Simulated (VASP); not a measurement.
Input of a VASP 6.6.1 run:

File INCAR:

```
SYSTEM = Bi2Se3
ALGO = Normal
EDIFF = 1E-6
ENCUT = 520
GGA = PS
ISIF = 2
ISMEAR = -1
LASPH = .TRUE.
LCHARG = .TRUE.
LELF = .TRUE.
LREAL = .FALSE.
LVHAR = .TRUE.
LWAVE = .FALSE.
NBANDS = 32
NELM = 100
PREC = Accurate
SIGMA = 0.03
```

KPOINTS

```
k-points
0
G
  6 6 6
  0 0 0
```

Contents of POSCAR:

```
Bi2Se3
1.0
    2.0645711538      1.1919807114      9.5134055809
   -2.0645711538      1.1919807114      9.5134055809
    0.0000000000     -2.3839614228      9.5134055809
Bi Se
2 3
Direct
    0.4008000000      0.4008000000      0.4008000000
    0.5992000000      0.5992000000      0.5992000000
    0.0000000000      0.0000000000      0.0000000000
    0.2117000000      0.2117000000      0.2117000000
    0.7883000000      0.7883000000      0.7883000000
```

Potentials or basis: VASP PAW PBE potentials, release 64 (Bi_d, Se).

Command:

```console
$ cat potpaw_PBE.64/Bi_d/POTCAR potpaw_PBE.64/Se/POTCAR > POTCAR
$ mpirun -np 1 vasp_std > vasp.out
```

(1) What does it give for the largest force?

(2) Predict the band gap on the k mesh.

(3) Predict the pressure.

Results:

(1) 0.223 eV/Å.

(2) 0.13 eV.

(3) 0.3 GPa.

Caveat: the PAW data sets were made with another functional, which shifts forces and pressure a little; spin-orbit coupling is left out, which moves the levels of the heavy elements.
